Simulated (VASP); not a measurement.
# CuSi16 in VASP: single point with PBE+D3(BJ)

Aim: the single point of CuSi16 with PBE+D3(BJ).

Everything below comes from runs of VASP 6.6.1. Logs are shortened: lines on timing, memory, paths and dates and some standing lists are left out, and cuts for length are marked.

## 1. The cell of the first run

The cell holds a slab with vacuum, 17 atoms: a = 7.667 Å, b = 7.667 Å, c = 21.203 Å, α = 90.00°, β = 90.00°, γ = 90.00°.

## 2. Single point, PBE+D3(BJ), collinear spin

INCAR reads:

```
PREC = Accurate ; ENCUT = 520
EDIFF = 1E-6 ; ISMEAR = 0
SIGMA = 0.05 ; LREAL = F
LASPH = T ; NELM = 200
ALGO = Normal ; ISIF = 2
LWAVE = F ; LCHARG = F
ISPIN = 2 ; MAGMOM = 0 0 0 0 0 0 0 0 0 0 0 0 0 0 0 0 1
LORBIT = 11 ; LMAXMIX = 4
LDIPOL = T ; IDIPOL = 3
DIPOL = 0.5 0.5 0.297 ; GGA = PE
IVDW = 12 ; NBANDS = 56
GGA_COMPAT = F ; NELMDL = -8
KPAR = 4
```

KPOINTS reads:

```
regular mesh
0
Gamma
  4 4 1
```

POSCAR reads:

```
CuSi16
1.0
    7.6666885535      0.0000000000      0.0000000000
    0.0000000000      7.6666885535      0.0000000000
    0.0000000000      0.0000000000     21.2034818118
Si Cu
16 1
Direct
    0.0000000000      0.2500000000      0.1886482624
    0.0000000000      0.7500000000      0.1886482624
    0.5000000000      0.2500000000      0.1886482624
    0.5000000000      0.7500000000      0.1886482624
    0.0000000000      0.0000000000      0.2525666263
    0.0000000000      0.5000000000      0.2525666263
    0.5000000000      0.0000000000      0.2525666263
    0.5000000000      0.5000000000      0.2525666263
    0.2500000000      0.0000000000      0.3191936750
    0.2500000000      0.5000000000      0.3191936750
    0.7500000000      0.0000000000      0.3191936750
    0.7500000000      0.5000000000      0.3191936750
    0.2500000000      0.2500000000      0.3821769407
    0.2500000000      0.7500000000      0.3821769407
    0.7500000000      0.2500000000      0.3821769407
    0.7500000000      0.7500000000      0.3821769407
    0.3333333333      0.4166666667      0.4859334850
```

Potentials or basis: VASP PAW PBE potentials, release 64 (Si, Cu).

The run is started by

```sh
cat potpaw_PBE.64/Si/POTCAR potpaw_PBE.64/Cu/POTCAR > POTCAR
mpirun -np 4 vasp_std > vasp.out
```

OUTCAR:

```text
PREC = Accurate
   ENCUT = 520
   EDIFF = 1E-6
   ISMEAR = 0
   LREAL = F
   LASPH = T
   NELM = 200
   ISIF = 2
   ISPIN = 2
   LORBIT = 11
   GGA = PE
   IVDW = 12
   NELMDL = -8
 IVDW          = 12

 ion  position               nearest neighbor table
   1  0.000  0.250  0.189-   5 2.35   6 2.35
   2  0.000  0.750  0.189-   5 2.35   6 2.35
   3  0.500  0.250  0.189-   7 2.35   8 2.35
   4  0.500  0.750  0.189-   7 2.35   8 2.35
   5  0.000  0.000  0.253-   1 2.35   2 2.35   9 2.38  11 2.38
   6  0.000  0.500  0.253-   1 2.35   2 2.35  10 2.38  12 2.38
   7  0.500  0.000  0.253-   3 2.35   4 2.35   9 2.38  11 2.38
   8  0.500  0.500  0.253-   3 2.35   4 2.35  10 2.38  12 2.38
   9  0.250  0.000  0.319-  13 2.34  14 2.34   5 2.38   7 2.38
  10  0.250  0.500  0.319-  13 2.34  14 2.34   6 2.38   8 2.38
  11  0.750  0.000  0.319-  15 2.34  16 2.34   5 2.38   7 2.38
  12  0.750  0.500  0.319-  15 2.34  16 2.34   6 2.38   8 2.38
  13  0.250  0.250  0.382-   9 2.34  10 2.34  17 2.62
  14  0.250  0.750  0.382-   9 2.34  10 2.34
  15  0.750  0.250  0.382-  11 2.34  12 2.34
  16  0.750  0.750  0.382-  11 2.34  12 2.34
  17  0.333  0.417  0.486-  13 2.62

  LATTYP: Found a simple tetragonal cell.
 ALAT       =     7.6666885535
 C/A-ratio  =     2.7656636452

  Lattice vectors:

 A1 = (   7.6666885535,   0.0000000000,   0.0000000000)
 A2 = (   0.0000000000,   7.6666885535,   0.0000000000)
 A3 = (   0.0000000000,   0.0000000000,  21.2034818118)

Analysis of symmetry for initial positions (statically):
=====================================================================
 Subroutine PRICEL returns:
 Original cell was already a primitive cell.

 Routine SETGRP: Setting up the symmetry group for a
 simple tetragonal supercell.

 Subroutine GETGRP returns: Found  1 space group operations
 (whereof  1 operations were pure point group operations)
 out of a pool of 16 trial point group operations.

The static configuration has the point symmetry C_1 .

Analysis of symmetry for dynamics (positions and initial velocities):
=====================================================================
 Subroutine PRICEL returns:
 Original cell was already a primitive cell.

 Routine SETGRP: Setting up the symmetry group for a
 simple tetragonal supercell.

 Subroutine GETGRP returns: Found  1 space group operations
 (whereof  1 operations were pure point group operations)
 out of a pool of 16 trial point group operations.

The dynamic configuration has the point symmetry C_1 .

Analysis of structural, dynamic, and magnetic symmetry:
=====================================================================
 Subroutine PRICEL returns:
 Original cell was already a primitive cell.

 Routine SETGRP: Setting up the symmetry group for a
 simple tetragonal supercell.

 Subroutine GETGRP returns: Found  1 space group operations
 (whereof  1 operations were pure point group operations)
 out of a pool of 16 trial point group operations.

The overall configuration has the point symmetry C_1 .

 Subroutine INISYM returns: Found  1 space group operations
 (whereof  1 operations are pure point group operations),
 and found     1 'primitive' translations

----------------------------------------------------------------------------------------

                                     Primitive cell

  volume of cell :    1246.3007

  direct lattice vectors                    reciprocal lattice vectors
     7.666688554  0.000000000  0.000000000     0.130434410  0.000000000  0.000000000
     0.000000000  7.666688554  0.000000000     0.000000000  0.130434410  0.000000000
     0.000000000  0.000000000 21.203481812     0.000000000  0.000000000  0.047162066

  length of vectors
     7.666688554  7.666688554 21.203481812     0.130434410  0.130434410  0.047162066

  position of ions in fractional coordinates (direct lattice)
     0.000000000  0.250000000  0.188648262
     0.000000000  0.750000000  0.188648262
     0.500000000  0.250000000  0.188648262
     0.500000000  0.750000000  0.188648262
     0.000000000  0.000000000  0.252566626
     0.000000000  0.500000000  0.252566626
[... 9 lines left out ...]
     0.750000000  0.750000000  0.382176941
[... 63 lines left out ...]
   dimension x,y,z NGX =    60 NGY =   60 NGZ =  160
   dimension x,y,z NGXF=   120 NGYF=  120 NGZF=  320
   ions per type =              16   1
   NGX,Y,Z   is equivalent  to a cutoff of  13.01, 13.01, 12.54 a.u.
   NGXF,Y,Z  is equivalent  to a cutoff of  26.02, 26.02, 25.09 a.u.
 SYSTEM =  unknown system
   PREC   = accura    normal or accurate (medium, high low for compatibility)
   ISTART =      0    job   : 0-new  1-cont  2-samecut
   ICHARG =      2    charge: 1-file 2-atom 10-const
   ISPIN  =      2    spin polarized calculation?
   LNONCOLLINEAR =      F non collinear calculations
   LSORBIT =      F    spin-orbit coupling
   LASPH  =      T    aspherical Exc in radial PAW
   ENCUT  =  520.0 eV  38.22 Ry    6.18 a.u.  14.25 14.25 39.42*2*pi/ulx,y,z
   NELM   =    200;   NELMIN=  2; NELMDL= -8     # of ELM steps
   EDIFF  = 0.1E-05   stopping-criterion for ELM
   LREAL  =      F    real-space projection
[... 7 lines left out ...]
   TEBEG  =    0.0;   TEEND  =   0.0 temperature during run
   PSTRESS=    0.0 pullay stress
   NELECT =      75.0000    total number of electrons
   NUPDOWN=      -1.0000    fix difference up-down
   EMIN   =  10.00;   EMAX   =-10.00  energy-range for DOS
   EFERMI =   0.00;   METHOD = LEGACY
   ISMEAR =     0;   SIGMA  =   0.05  broadening in eV -4-tet -1-fermi 0-gaus
   EFERMI_NEDOS =   21; number of points for ismear=-14 and -15
   IALGO  =     38    algorithm
   IMIX   =      4    mixing-type and parameters
     AMIX     =   0.40;   BMIX     =  1.00
     AMIX_MAG =   1.60;   BMIX_MAG =  1.00
  volume/ion in A,a.u.               =      73.31       494.73
  Fermi-wavevector in a.u.,A,eV,Ry     =   0.641536  1.212327  5.599727  0.411568
  Thomas-Fermi vector in A             =   1.707908
   LORBIT       =     11    0 simple, 1 ext, 2 COOP (PROOUT), +10 PAW based schemes
   GGA     = PE    functional components
   LHFCALC =     F    Hartree Fock is set to
   AEXX    =    0.0000 exact exchange contribution
   IVDW    =    12    specifies the selected vdW correction
   LEPSILON=     F    determine dielectric tensor
   LRPA    =     F    only Hartree local field effects (RPA)
 spin polarized calculation
 Gauss-broadening in eV      SIGMA  =   0.05
  energy-cutoff  :      520.00
  volume of cell :     1246.30
 maximum number of plane-waves:     33608
 NGX is ok and might be reduce to    60
   NGX = 29   NGY = 29   NGZ = 79

 dipolmoment           0.000000      0.000000      0.344897 electrons x Angstroem

 number of electron      74.9999971 magnetization       0.0109852

 dipolmoment           0.000000      0.000000     -0.306960 electrons x Angstroem

 Free energy of the ion-electron system (eV)
  ---------------------------------------------------
  ext. energy  EPLUGINS =         0.00000000
  ---------------------------------------------------
  free energy    TOTEN  =       -74.51666557 eV

  energy without entropy =      -74.49863525  energy(sigma->0) =      -74.50765041

 E-fermi :  -2.0630     XC(G=0):  -3.5423

 val. band max:       -2.0781579835   @ k =   0.0000   0.5000   0.0000
 cond. band min:      -2.0580023938   @ k =   0.2500   0.0000   0.0000
 fundamental gap:      0.0201555897
 Fermi energy:        -2.0629659384

 spin component 1

 k-point     1 :       0.0000    0.0000    0.0000
  band No.  band energies     occupation
      1     -12.9504      1.00000
      2     -11.4997      1.00000
      3     -11.3470      1.00000
      4     -11.2416      1.00000
      5     -10.8183      1.00000
      6      -9.6928      1.00000
[... 509 lines left out ...]
     48       1.5590      0.00000
     49       1.8864      0.00000
 Fermi energy:        -2.0629659384

 spin component 2

 k-point     1 :       0.0000    0.0000    0.0000
  band No.  band energies     occupation
      1     -12.9500      1.00000
      2     -11.4994      1.00000
      3     -11.3466      1.00000
      4     -11.2411      1.00000
      5     -10.8177      1.00000
      6      -9.6920      1.00000
[... 509 lines left out ...]
     48       1.5600      0.00000
     49       1.8877      0.00000
 [bands above 49 left out]

------------------------ aborting loop because EDIFF is reached ----------------------------------------

 vacuum level on the upper side and lower side of the slab       (xc-potential included)        -0.453         0.474

 Edisp (eV)   -3.89866

 E8    (eV) :    -1.6939

  FORCE on cell =-STRESS in cart. coord.  units (eV):
  Direction    XX          YY          ZZ          XY          YZ          ZX
  --------------------------------------------------------------------------------------
  -------------------------------------------------------------------------------------
  Total     -14.82836    -7.85760    -5.07336    -0.24511    -1.23123    -0.54000
  in kB     -19.06254   -10.10131    -6.52204    -0.31510    -1.58280    -0.69419
  external pressure =      -11.90 kB  Pullay stress =        0.00 kB

 VOLUME and BASIS-vectors are now :
 -----------------------------------------------------------------------------
  energy-cutoff  :      520.00
  volume of cell :     1246.30
      direct lattice vectors                 reciprocal lattice vectors
     7.666688554  0.000000000  0.000000000     0.130434410  0.000000000  0.000000000
     0.000000000  7.666688554  0.000000000     0.000000000  0.130434410  0.000000000
     0.000000000  0.000000000 21.203481812     0.000000000  0.000000000  0.047162066

 POSITION                                       TOTAL-FORCE (eV/Angst)
 -----------------------------------------------------------------------------------
      0.00000      1.91667      4.00000        -0.010765      0.011250      0.140342
      0.00000      5.75002      4.00000        -0.127515      0.010512      0.066341
      3.83334      1.91667      4.00000         0.021903      0.004315      0.153882
      3.83334      5.75002      4.00000         0.099108      0.007747      0.108654
      0.00000      0.00000      5.35529         0.071868      0.011999      0.026509
      0.00000      3.83334      5.35529         0.078793      0.029745     -0.019885
[... 9 lines left out ...]
      5.75002      5.75002      8.10348        -0.034092     -0.034343      0.025252
      2.55556      3.19445     10.30348        -0.244757     -0.498967     -1.603316
 -----------------------------------------------------------------------------------
    total drift:                               -0.000044      0.000049     -0.000244

  FREE ENERGIE OF THE ION-ELECTRON SYSTEM (eV)
  ---------------------------------------------------
  free  energy   TOTEN  =       -78.4153206690 eV

  energy  without entropy=      -78.3972903457  energy(sigma->0) =      -78.40630551

 vacuum level on the upper side and lower side of the slab         2.329         3.263

 total charge

# of ion       s       p       d       tot
------------------------------------------
    1        0.862   0.721   0.000   1.583
    2        0.861   0.722   0.000   1.583
    3        0.861   0.723   0.000   1.584
    4        0.861   0.723   0.000   1.584
    5        0.775   0.896   0.000   1.671
    6        0.773   0.899   0.000   1.672
[... 9 lines left out ...]
   16        0.857   0.733   0.000   1.590
   17        0.351   0.044   9.345   9.740
--------------------------------------------------
tot         13.363  13.075   9.345  35.783

 magnetization (x)

# of ion       s       p       d       tot
------------------------------------------
    1        0.000   0.001   0.000   0.001
    2       -0.000   0.000   0.000   0.000
    3        0.000   0.001   0.000   0.001
    4       -0.000   0.000   0.000   0.000
    5       -0.000   0.000   0.000   0.000
    6       -0.000   0.000   0.000   0.000
[... 9 lines left out ...]
   16       -0.000   0.000   0.000   0.000
   17       -0.000   0.000   0.000   0.000
--------------------------------------------------
tot          0.000   0.003   0.000   0.003
```

Run time: 75 min. Hardware: 4 MPI ranks of Oxide Virtual Turin-like, shared host; peak memory 2.2 GiB.

What came out:

* Free energy: -78.4153 eV
* Largest force: 1.697 eV/Å
* Net moment: 0.01 μB per cell
* Valence electrons inside the program's atomic spheres: Si 1.58, 1.67, 1.66, 1.59 (each value once); Cu 9.74
* Dispersion energy per atom: -0.229 eV

Forces on the atoms (eV/Å):
```
Si  -0.011  0.011  0.140
Si  -0.128  0.011  0.066
Si   0.022  0.004  0.154
Si   0.099  0.008  0.109
Si   0.072  0.012  0.027
Si   0.079  0.030 -0.020
Si  -0.040  0.027 -0.073
Si  -0.046  0.001 -0.092
Si   0.017 -0.184  0.099
Si  -0.105  0.048 -0.108
Si  -0.010 -0.082  0.010
Si   0.017  0.070 -0.003
Si   0.229  0.883  0.902
Si   0.087 -0.379  0.309
Si  -0.004  0.074  0.059
Si  -0.034 -0.034  0.025
Cu  -0.245 -0.499 -1.603
```
